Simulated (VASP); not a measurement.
# BeCo (Pm-3m) in VASP: a series of runs, part 2 of 2

VASP 6.6.1. Earlier steps stand in the parts before.

### 4 Vibrations by perturbation theory, LDA, collinear spin, ferromagnetic start

This run uses another cell than the first one, of 8.00 Å³/atom.

Contents of INCAR:

```
ALGO = Normal ; EDIFF = 1E-8
ENCUT = 520 ; GGA = CA
IBRION = 8 ; ISIF = 2
ISMEAR = 0 ; ISPIN = 2
LASPH = True ; LCHARG = False
LMAXMIX = 4 ; LORBIT = 11
LREAL = False ; LWAVE = False
MAGMOM = 0 0.17 ; NBANDS = 16
NELM = 150 ; NSW = 1
PREC = Accurate ; SIGMA = 0.2
```

Contents of KPOINTS:

```
k-points
0
Gamma
  16 16 16
```

Contents of POSCAR:

```
BeCo
1.0
    2.5201066205      0.0000000000      0.0000000000
    0.0000000000      2.5201066205      0.0000000000
    0.0000000000      0.0000000000      2.5201066205
Be Co
1 1
Direct
    0.0000000000      0.0000000000      0.0000000000
    0.5000000000      0.5000000000      0.5000000000
```

Potentials or basis: VASP PAW LDA potentials, release 64 (Be, Co).

Started as:

```console
$ cat potpaw_LDA.64/Be/POTCAR potpaw_LDA.64/Co/POTCAR > POTCAR
$ mpirun -np 1 vasp_std > vasp.out
```

OUTCAR:

```text
EDIFF = 1E-8
   ENCUT = 520
   GGA = CA
   IBRION = 8
   ISIF = 2
   ISMEAR = 0
   ISPIN = 2
   LASPH = True
   LORBIT = 11
   LREAL = False
   NELM = 150
   NSW = 1
   PREC = Accurate

 ion  position               nearest neighbor table
   1  0.000  0.000  0.000-   2 2.18   2 2.18   2 2.18   2 2.18   2 2.18   2 2.18   2 2.18   2 2.18

   2  0.500  0.500  0.500-   1 2.18   1 2.18   1 2.18   1 2.18   1 2.18   1 2.18   1 2.18   1 2.18

  LATTYP: Found a simple cubic cell.
 ALAT       =     2.5201066205

  Lattice vectors:

 A1 = (   2.5201066205,   0.0000000000,   0.0000000000)
 A2 = (   0.0000000000,   2.5201066205,   0.0000000000)
 A3 = (   0.0000000000,   0.0000000000,   2.5201066205)

Analysis of symmetry for initial positions (statically):
=====================================================================
 Subroutine PRICEL returns:
 Original cell was already a primitive cell.

 Routine SETGRP: Setting up the symmetry group for a
 simple cubic supercell.

 Subroutine GETGRP returns: Found 48 space group operations
 (whereof 48 operations were pure point group operations)
 out of a pool of 48 trial point group operations.

The static configuration has the point symmetry O_h .

Analysis of symmetry for dynamics (positions and initial velocities):
=====================================================================
 Subroutine PRICEL returns:
 Original cell was already a primitive cell.

 Routine SETGRP: Setting up the symmetry group for a
 simple cubic supercell.

 Subroutine GETGRP returns: Found 48 space group operations
 (whereof 48 operations were pure point group operations)
 out of a pool of 48 trial point group operations.

The dynamic configuration has the point symmetry O_h .

Analysis of structural, dynamic, and magnetic symmetry:
=====================================================================
 Subroutine PRICEL returns:
 Original cell was already a primitive cell.

 Routine SETGRP: Setting up the symmetry group for a
 simple cubic supercell.

 Subroutine GETGRP returns: Found 48 space group operations
 (whereof 48 operations were pure point group operations)
 out of a pool of 48 trial point group operations.

The overall configuration has the point symmetry O_h .

 Subroutine INISYM returns: Found 48 space group operations
 (whereof 48 operations are pure point group operations),
 and found     1 'primitive' translations

----------------------------------------------------------------------------------------
[... 622 lines left out ...]
      6       9.7364      0.38598
[... 448 lines left out ...]
 [... further k-points ...]

------------------------ aborting loop because EDIFF is reached ----------------------------------------

  FORCE on cell =-STRESS in cart. coord.  units (eV):
  Direction    XX          YY          ZZ          XY          YZ          ZX
  --------------------------------------------------------------------------------------
  -------------------------------------------------------------------------------------
  Total        0.5379095      0.5379095      0.5379095      0.0000000     -0.0000000     -0.0000000
  in kB       53.8471865     53.8471865     53.8471865      0.0000000     -0.0000000     -0.0000000
  external PRESSURE =      53.8471865 kB  Pullay stress =       0.0000000 kB

 VOLUME and BASIS-vectors are now :
 -----------------------------------------------------------------------------
  energy-cutoff  :      520.00
  volume of cell :       16.01
      direct lattice vectors                 reciprocal lattice vectors
     2.520106621  0.000000000  0.000000000     0.396808608  0.000000000  0.000000000
     0.000000000  2.520106621  0.000000000     0.000000000  0.396808608  0.000000000
     0.000000000  0.000000000  2.520106621     0.000000000  0.000000000  0.396808608

 POSITION                                       TOTAL-FORCE (eV/Angst)
 -----------------------------------------------------------------------------------
      0.00000      0.00000      0.00000         0.000000      0.000000      0.000000
      1.26005      1.26005      1.26005         0.000000      0.000000      0.000000
 -----------------------------------------------------------------------------------
    total drift:                               -0.000000      0.000000     -0.000000

  FREE ENERGIE OF THE ION-ELECTRON SYSTEM (eV)
  ---------------------------------------------------
  free  energy   TOTEN  =       -13.0851190186 eV

  energy  without entropy=      -13.0440657710  energy(sigma->0) =      -13.06459239

[... ionic steps 2 to 3 ...]

--------------------------------------- Ionic step        4  -------------------------------------------

------------------------ aborting loop because EDIFF is reached ----------------------------------------

[... ionic steps 5 to 6 ...]

--------------------------------------- Ionic step        7  -------------------------------------------

 Free energy of the ion-electron system (eV)
  ---------------------------------------------------
  ---------------------------------------------------
  free energy    TOTEN  =        -0.16513597 eV

  energy without entropy =       -0.16513597

------------------------ aborting loop because EDIFF is reached ----------------------------------------

 INTERNAL STRAIN TENSOR  FOR ION    2  DIRECTION 1   (eV/Angst):
 -----------------------------------------------------------------------------
     0.03459  0.00000 -0.00000
     0.00000  0.00535  0.00000
     0.00000  0.00000  0.00535

 INTERNAL STRAIN TENSOR FOR ION    2 for displacements in x,y,z  (eV/Angst):
          X           Y           Z          XY          YZ          ZX
  --------------------------------------------------------------------------------
  x     0.00000     0.00000     0.00000     0.00000     0.00000     0.00000
  y     0.00000     0.00000     0.00000     0.00000     0.00000     0.00000
  z     0.00000     0.00000     0.00000     0.00000     0.00000     0.00000

 SECOND DERIVATIVES (NOT SYMMETRIZED)
 ------------------------------------
               1X          1Y          1Z          2X          2Y          2Z
  1X    -9.336810    0.000000    0.000000    9.336810    0.000000   -0.000000
  1Y     0.000000   -9.336810    0.000000   -0.000000    9.336810   -0.000000
  1Z    -0.000000   -0.000000   -9.336810    0.000000    0.000000    9.336810
  2X     9.329416   -0.000000    0.000000   -9.329416    0.000000   -0.000000
  2Y     0.000000    9.329416   -0.000000   -0.000000   -9.329416    0.000000
  2Z    -0.000000    0.000000    9.329416    0.000000   -0.000000   -9.329416

 Eigenvectors and eigenvalues of the dynamical matrix
 ----------------------------------------------------

   1 f  =   17.084220 THz   107.343322 2PiTHz  569.868251 cm-1    70.654627 meV
             X         Y         Z           dx          dy          dz
      0.000000  0.000000  0.000000     0.931365    0.000000    0.000000
      1.260053  1.260053  1.260053    -0.364086   -0.000000    0.000000
[... 21 lines left out ...]
   6 f/i=    0.002295 THz     0.014419 2PiTHz    0.076548 cm-1     0.009491 meV
             X         Y         Z           dx          dy          dz
      0.000000  0.000000  0.000000     0.346907    0.109983   -0.010848
      1.260053  1.260053  1.260053     0.887421    0.281346   -0.027751

--------------------------------------------------------------------------------------------------------

 ELASTIC MODULI CONTR FROM IONIC RELAXATION (kBar)
 Direction    XX          YY          ZZ          XY          YZ          ZX
 --------------------------------------------------------------------------------
 XX           0.0000      0.0000      0.0000      0.0000      0.0000      0.0000
 YY           0.0000      0.0000      0.0000      0.0000      0.0000      0.0000
 ZZ           0.0000      0.0000      0.0000      0.0000      0.0000      0.0000
 XY           0.0000      0.0000      0.0000      0.0000      0.0000      0.0000
 YZ           0.0000      0.0000      0.0000      0.0000      0.0000      0.0000
 ZX           0.0000      0.0000      0.0000      0.0000      0.0000      0.0000
 --------------------------------------------------------------------------------

 total charge

# of ion       s       p       d       tot
------------------------------------------
    1        0.483   0.806   0.000   1.288
    2        0.520   0.645   7.513   8.678
--------------------------------------------------
tot          1.003   1.451   7.513   9.967

 magnetization (x)

# of ion       s       p       d       tot
------------------------------------------
    1       -0.000  -0.000   0.000  -0.000
    2       -0.000   0.000   0.000   0.000
--------------------------------------------------
tot         -0.000  -0.000   0.000   0.000
```

OSZICAR:

```text
N       E                     dE             d eps       ncg     rms          rms(c)
DAV:   1     0.288571982009E+02    0.28857E+02   -0.51761E+03 11184   0.825E+02
DAV:   2    -0.144763083936E+02   -0.43334E+02   -0.39273E+02 12136   0.156E+02
DAV:   3    -0.159961357338E+02   -0.15198E+01   -0.15048E+01 12776   0.304E+01
DAV:   4    -0.160089517759E+02   -0.12816E-01   -0.12812E-01 13352   0.255E+00
[... 49 lines left out ...]
RMM:  13    -0.165135885196E+00    0.10659E-06   -0.70104E-09 57281   0.276E-05    0.103E-05
RMM:  14    -0.165135941909E+00   -0.56713E-07   -0.70669E-09 55170   0.221E-05    0.371E-06
RMM:  15    -0.165135966903E+00   -0.24994E-07   -0.56726E-09 55947   0.200E-05    0.701E-07
RMM:  16    -0.165135974659E+00   -0.77556E-08   -0.10099E-08 52609   0.184E-05    0.246E-07
 Linear response finished
```

stdout:

```text
POSCAR found type information on POSCAR BeCo
 POSCAR found :  2 types and       2 ions
 scaLAPACK will be used
 LDA part: xc-table for (Slater(with rela. corr.)+CA(PZ))
 , standard interpolation
 POSCAR, INCAR and KPOINTS ok, starting setup
 FFT: planning ... GRIDC
 FFT: planning ... GRID_SOFT
 FFT: planning ... GRID
 WAVECAR not read
 entering main loop
 Linear response reoptimize wavefunctions to high precision
 Linear response DOF=           2
 Linear response progress:
 first order change of Fermi-energy  -0.78414E-03
 force on displaced ion       1 direction 1 :  -9.337   0.000  -0.000
 Linear response progress:
 first order change of Fermi-energy   0.29715E-02
 force on displaced ion       2 direction 1 :  -9.329   0.000   0.000
 Linear response finished
```

Wall time 13 min (1 thread of Intel Xeon 8259CL, shared host); peak memory 0.46 GiB.

Results:

```
Net moment                                            : 0.00 μB per cell
Valence electrons inside the program's atomic spheres : Be 1.29; Co 8.68
Highest phonon frequency at Γ                         : 570 cm⁻¹
```

Phonon frequencies in cm⁻¹ (negative: imaginary):
| q point | frequencies |
| --- | --- |
| (0.000, 0.000, 0.000) | 0 0 0 570 570 570 |

Caveat: the cell stands under pressure or tension, which shifts response properties.
